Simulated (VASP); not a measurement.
# Al (P-1) in VASP: single point with r2SCAN

Aim: the single point of Al with r2SCAN.

Program: VASP 6.6.1. These are calculated values, not measurements. Logs are shortened: lines on timing, memory, paths and dates and some standing lists are left out, and cuts for length are marked.

## (1) The cell of the first run

The typed cell holds 2 atoms: a = 3.189 Å, b = 3.189 Å, c = 3.189 Å, α = 90.00°, β = 90.00°, γ = 90.00°.

## (2) Single point, r2SCAN (atom 1 moved 0.06 Å)

POSCAR

```
Al
1.0
    0.0000000000     -3.1887371512      0.0000000000
   -3.1887371512      0.0000000000      0.0000000000
    0.0000000000      0.0000000000     -3.1887371512
Al
2
Direct
    0.5081757679      0.4962227912      0.5027206811
   -0.0081757679      0.0037772088     -0.0027206811
```

INCAR.step1

```
PREC = Accurate
ENCUT = 520
ISMEAR = 0
SIGMA = 0.15
LREAL = F
LASPH = T
NELM = 100
NBANDS = 10
GGA = PE
ALGO = Normal
EDIFF = 1E-4
LWAVE = T
LCHARG = F
```

INCAR.step2

```
PREC = Accurate
ENCUT = 520
EDIFF = 1E-6
ISMEAR = 0
SIGMA = 0.15
LREAL = F
LASPH = T
NELM = 100
ALGO = Normal
ISIF = 2
LWAVE = F
LCHARG = F
METAGGA = R2SCAN
LMIXTAU = T
NBANDS = 10
ISTART = 1
```

KPOINTS

```
regular mesh
0
Gamma
  10 10 10
```

Potentials or basis: VASP PAW PBE potentials, release 64 (Al).

The run is started by

```console
$ cat potpaw_PBE.64/Al/POTCAR > POTCAR
$ cp INCAR.step1 INCAR
$ mpirun -np 1 vasp_std > vasp.out
$ cp INCAR.step2 INCAR
$ mpirun -np 1 vasp_std > vasp.out
```

OUTCAR:

```text
PREC = Accurate
   ENCUT = 520
   EDIFF = 1E-6
   ISMEAR = 0
   LREAL = F
   LASPH = T
   NELM = 100
   ISIF = 2
   METAGGA = R2SCAN
   ISTART = 1

 ion  position               nearest neighbor table
   1  0.508  0.496  0.503-   2 2.71   2 2.73   2 2.74   2 2.76   2 2.77   2 2.79   2 2.80   2 2.82

   2  0.992  0.004  0.997-   1 2.71   1 2.73   1 2.74   1 2.76   1 2.77   1 2.79   1 2.80   1 2.82

  LATTYP: Found a simple cubic cell.
 ALAT       =     3.1887371512

  Lattice vectors:

 A1 = (   0.0000000000,  -3.1887371512,   0.0000000000)
 A2 = (  -3.1887371512,   0.0000000000,   0.0000000000)
 A3 = (   0.0000000000,   0.0000000000,  -3.1887371512)

Analysis of symmetry for initial positions (statically):
=====================================================================
 Subroutine PRICEL returns:
 Original cell was already a primitive cell.

 Routine SETGRP: Setting up the symmetry group for a
 simple cubic supercell.

 Subroutine GETGRP returns: Found  2 space group operations
 (whereof  1 operations were pure point group operations)
 out of a pool of 48 trial point group operations.

The static configuration has the point symmetry C_1 .
 The point group associated with its full space group is S_2 .

Analysis of symmetry for dynamics (positions and initial velocities):
=====================================================================
 Subroutine PRICEL returns:
 Original cell was already a primitive cell.

 Routine SETGRP: Setting up the symmetry group for a
 simple cubic supercell.

 Subroutine GETGRP returns: Found  2 space group operations
 (whereof  1 operations were pure point group operations)
 out of a pool of 48 trial point group operations.

The dynamic configuration has the point symmetry C_1 .
 The point group associated with its full space group is S_2 .

 Subroutine INISYM returns: Found  2 space group operations
 (whereof  1 operations are pure point group operations),
 and found     1 'primitive' translations

----------------------------------------------------------------------------------------

                                     Primitive cell

  volume of cell :      32.4232

  direct lattice vectors                    reciprocal lattice vectors
     0.000000000 -3.188737151  0.000000000     0.000000000 -0.313603772  0.000000000
    -3.188737151  0.000000000  0.000000000    -0.313603772  0.000000000  0.000000000
     0.000000000  0.000000000 -3.188737151     0.000000000  0.000000000 -0.313603772

  length of vectors
     3.188737151  3.188737151  3.188737151     0.313603772  0.313603772  0.313603772

  position of ions in fractional coordinates (direct lattice)
     0.508175768  0.496222791  0.502720681
     0.991824232  0.003777209  0.997279319

  ion indices of the primitive-cell ions
   primitive index   ion index
                 1           1
                 2           2

----------------------------------------------------------------------------------------

 KPOINTS: regular mesh

Automatic generation of k-mesh.
 Grid dimensions read from file:
 generate k-points for:   10   10   10

 Generating k-lattice:

  Cartesian coordinates                     Fractional coordinates (reciprocal lattice)
     0.000000000 -0.031360377  0.000000000     0.100000000  0.000000000  0.000000000
    -0.031360377  0.000000000  0.000000000     0.000000000  0.100000000  0.000000000
     0.000000000  0.000000000 -0.031360377     0.000000000  0.000000000  0.100000000

  Length of vectors
     0.031360377  0.031360377  0.031360377

  Shift w.r.t. Gamma in fractional coordinates (k-lattice)
     0.000000000  0.000000000  0.000000000

 Subroutine IBZKPT returns following result:
 ===========================================

 Found    504 irreducible k-points:

 Following reciprocal coordinates:
            Coordinates               Weight
  0.000000  0.000000  0.000000      1.000000
  0.100000  0.000000  0.000000      2.000000
  0.000000  0.100000  0.000000      2.000000
  0.000000  0.000000  0.100000      2.000000
  0.200000  0.000000  0.000000      2.000000
  0.000000  0.200000  0.000000      2.000000
[... 16 lines left out ...]
  0.200000  0.100000  0.000000      2.000000
  0.000000  0.200000  0.100000      2.000000
 [... further k-points ...]
   k-points           NKPTS =    504   k-points in BZ     NKDIM =    504   number of bands    NBANDS=     10
   number of dos      NEDOS =    301   number of ions     NIONS =      2
   total plane-waves  NPLWV =  13824
   dimension x,y,z NGX =    24 NGY =   24 NGZ =   24
   dimension x,y,z NGXF=    48 NGYF=   48 NGZF=   48
   ions per type =               2
   NGX,Y,Z   is equivalent  to a cutoff of  12.51, 12.51, 12.51 a.u.
   NGXF,Y,Z  is equivalent  to a cutoff of  25.02, 25.02, 25.02 a.u.
 SYSTEM =  unknown system
   PREC   = accura    normal or accurate (medium, high low for compatibility)
   ISTART =      1    job   : 0-new  1-cont  2-samecut
   ICHARG =      0    charge: 1-file 2-atom 10-const
   ISPIN  =      1    spin polarized calculation?
   LNONCOLLINEAR =      F non collinear calculations
   LSORBIT =      F    spin-orbit coupling
   LASPH  =      T    aspherical Exc in radial PAW
   ENCUT  =  520.0 eV  38.22 Ry    6.18 a.u.   5.93  5.93  5.93*2*pi/ulx,y,z
   NELM   =    100;   NELMIN=  2; NELMDL=  0     # of ELM steps
   EDIFF  = 0.1E-05   stopping-criterion for ELM
   LREAL  =      F    real-space projection
[... 7 lines left out ...]
   TEBEG  =    0.0;   TEEND  =   0.0 temperature during run
   PSTRESS=    0.0 pullay stress
   NELECT =       6.0000    total number of electrons
   NUPDOWN=      -1.0000    fix difference up-down
   EMIN   =  10.00;   EMAX   =-10.00  energy-range for DOS
   EFERMI =   0.00;   METHOD = LEGACY
   ISMEAR =     0;   SIGMA  =   0.15  broadening in eV -4-tet -1-fermi 0-gaus
   EFERMI_NEDOS =   21; number of points for ismear=-14 and -15
   IALGO  =     38    algorithm
   IMIX   =      4    mixing-type and parameters
     AMIX     =   0.40;   BMIX     =  1.00
     AMIX_MAG =   1.60;   BMIX_MAG =  1.00
  volume/ion in A,a.u.               =      16.21       109.40
  Fermi-wavevector in a.u.,A,eV,Ry     =   0.932910  1.762945 11.841443  0.870322
  Thomas-Fermi vector in A             =   2.059557
   LORBIT       =      0    0 simple, 1 ext, 2 COOP (PROOUT), +10 PAW based schemes
   METAGGA = R2SCAN    functional components
   LHFCALC =     F    Hartree Fock is set to
   AEXX    =    0.0000 exact exchange contribution
   IVDW    =     0    specifies the selected vdW correction
   LEPSILON=     F    determine dielectric tensor
   LRPA    =     F    only Hartree local field effects (RPA)
 non-spin polarized calculation
 Gauss-broadening in eV      SIGMA  =   0.15
  energy-cutoff  :      520.00
  volume of cell :       32.42
 maximum number of plane-waves:       912
   NGX = 11   NGY = 11   NGZ = 11

 number of electron       6.0000000 magnetization

 Free energy of the ion-electron system (eV)
  ---------------------------------------------------
  ext. energy  EPLUGINS =         0.00000000
  ---------------------------------------------------
  free energy    TOTEN  =       -13.23622042 eV

  energy without entropy =      -13.22102222  energy(sigma->0) =      -13.22862132

 E-fermi :   8.2461     XC(G=0): -10.9875

 val. band max:        8.2456417982   @ k =  -0.4000   0.5000   0.4000
 cond. band min:       8.2552581418   @ k =  -0.3000   0.5000   0.3000
 fundamental gap:      0.0096163436
 Fermi energy:         8.2461205530

 k-point     1 :       0.0000    0.0000    0.0000
  band No.  band energies     occupation
      1      -3.7705      2.00000
      2      10.2510      0.00000
      3      10.2518      0.00000
      4      10.2573      0.00000
      5      11.1526      0.00000
      6      11.1533      0.00000
      7      14.9103      0.00000
      8      22.3557      0.00000
      9      22.3722      0.00000
     10      22.3736      0.00000

 k-point     2 :       0.1000    0.0000    0.0000
  band No.  band energies     occupation
      1      -3.6157      2.00000
      2       8.1720      1.51522
      3      10.3859      0.00000
      4      10.3868      0.00000
      5      11.3087      0.00000
      6      12.8445      0.00000
      7      15.6946      0.00000
      8      20.9498      0.00000
      9      20.9516      0.00000
     10      22.5085      0.00000

 k-point     3 :       0.0000    0.1000    0.0000
  band No.  band energies     occupation
      1      -3.6156      2.00000
      2       8.1696      1.52955
      3      10.3860      0.00000
      4      10.3922      0.00000
      5      11.3093      0.00000
      6      12.8399      0.00000
      7      15.6959      0.00000
      8      20.9416      0.00000
      9      20.9572      0.00000
     10      22.5219      0.00000

 k-point     4 :       0.0000    0.0000    0.1000
  band No.  band energies     occupation
      1      -3.6156      2.00000
      2       8.1692      1.53139
      3      10.3867      0.00000
      4      10.3923      0.00000
      5      11.3094      0.00000
      6      12.8393      0.00000
      7      15.6960      0.00000
      8      20.9423      0.00000
      9      20.9561      0.00000
     10      22.5236      0.00000
[... 222 lines left out ...]
 k-point    22 :       0.0000   -0.1000    0.1000
  band No.  band energies     occupation
      1      -3.4610      2.00000
      2       8.0479      1.93829
      3       8.6437      0.00018
      4      10.5272      0.00000
      5      12.2493      0.00000
      6      13.9401      0.00000
      7      16.1988      0.00000
      8      19.4254      0.00000
      9      20.9651      0.00000
     10      21.2642      0.00000

 k-point    23 :       0.2000    0.1000    0.0000
  band No.  band energies     occupation
      1      -2.9980      2.00000
      2       5.9268      2.00000
      3       8.8284      0.00000
      4      10.9262      0.00000
      5      12.8224      0.00000
      6      15.2564      0.00000
      7      17.2334      0.00000
      8      18.2770      0.00000
      9      18.9940      0.00000
     10      21.5313      0.00000

 k-point    24 :       0.0000    0.2000    0.1000
  band No.  band energies     occupation
      1      -2.9979      2.00000
      2       5.9248      2.00000
      3       8.8290      0.00000
      4      10.9326      0.00000
      5      12.8192      0.00000
      6      15.2537      0.00000
      7      17.2294      0.00000
      8      18.2651      0.00000
      9      19.0180      0.00000
     10      21.5133      0.00000

 [... further k-points ...]
[... 5 lines left out ...]
  --------------------------------------------------------------------------------------
  -------------------------------------------------------------------------------------
  Total       -0.0136389     -0.0412982     -0.0100369     -0.0296272      0.0213026     -0.0097086
  in kB       -0.6739607     -2.0407283     -0.4959696     -1.4640133      1.0526577     -0.4797473
  external PRESSURE =      -1.0702196 kB  Pullay stress =       0.0000000 kB

 VOLUME and BASIS-vectors are now :
 -----------------------------------------------------------------------------
  energy-cutoff  :      520.00
  volume of cell :       32.42
      direct lattice vectors                 reciprocal lattice vectors
     0.000000000 -3.188737151  0.000000000     0.000000000 -0.313603772  0.000000000
    -3.188737151  0.000000000  0.000000000    -0.313603772  0.000000000  0.000000000
     0.000000000  0.000000000 -3.188737151     0.000000000  0.000000000 -0.313603772

 POSITION                                       TOTAL-FORCE (eV/Angst)
 -----------------------------------------------------------------------------------
     -1.58232     -1.62044     -1.60304        -0.108481      0.235607      0.078085
     -0.01204     -3.16267     -3.18006         0.108481     -0.235607     -0.078085
 -----------------------------------------------------------------------------------
    total drift:                                0.000000      0.000000     -0.000000

  FREE ENERGIE OF THE ION-ELECTRON SYSTEM (eV)
  ---------------------------------------------------
  free  energy   TOTEN  =       -13.2362204243 eV

  energy  without entropy=      -13.2210222198  energy(sigma->0) =      -13.22862132
```

It took 2.5 min on 1 thread of Intel Xeon Platinum 8488C (Sapphire Rapids), shared host; peak memory 0.24 GiB.

What came out:

```
Free energy            : -13.2362 eV
Pressure               : -0.1 GPa
Largest force          : 0.271 eV/Å
Band gap on the k mesh : zero (band 3 reaches 13.59 eV, above the bottom of band 4 at 4.20 eV)
```

Forces in eV/Å, atoms in the order of the input:
```
Al  -0.108  0.236  0.078
Al   0.108 -0.236 -0.078
```

Caveat: the cell differs from its parent crystal (atom 1 moved 0.06 Å); the PAW data sets were made with another functional, which shifts forces and pressure a little.
